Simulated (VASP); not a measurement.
## KBr: single point with HSE06

The system is KBr.

```
CELL_PARAMETERS angstrom
0.00000 3.70596 3.70596
3.70596 0.00000 3.70596
3.70596 3.70596 0.00000
ATOMIC_POSITIONS crystal
K 0.00000 0.00000 0.00000
Br 0.25000 0.25000 0.25000
```

- Program: VASP 6.6.1
- Task: single point
- Functional: HSE06
- Potentials or basis: VASP PAW PBE potentials, release 64 (K_sv, Br)
- Cutoff: 520 eV
- k mesh: 4 × 4 × 4
- Occupations: fermi-dirac, width 0.02 eV
- Spin: no spin polarisation

```yaml
Pressure: 0.0 GPa
Band_gap_on_the_k_mesh: 5.36 eV, indirect (least direct gap 5.37 eV)
```

Levels at points of the mesh, in eV from the valence-band top:
```
           k point  band 4  band 5  band 6  band 7  band 8  band 9  band 10  band 11  band 12  band 13
(0.00, 0.00, 0.00)  -12.15  -12.15   -0.01   -0.01   -0.01    5.36    10.05    10.05    10.92    10.92
(0.50, 0.00, 0.00)  -12.15  -11.93   -0.39    0.00    0.00    7.65     8.10     9.49     9.49    11.12
(0.50, 0.50, 0.00)  -12.16  -11.87   -0.43   -0.02   -0.02    7.17     8.36    10.17    10.89    10.89
```

It took 9 min on 1 thread of Intel(R) Xeon(R) Platinum 8375C CPU @ 2.90GHz (Ice Lake) (shared host), peak memory 0.36 GiB.

Caveat: the PAW data sets were made with another functional, which shifts forces and pressure a little. A k mesh can miss the band edges.
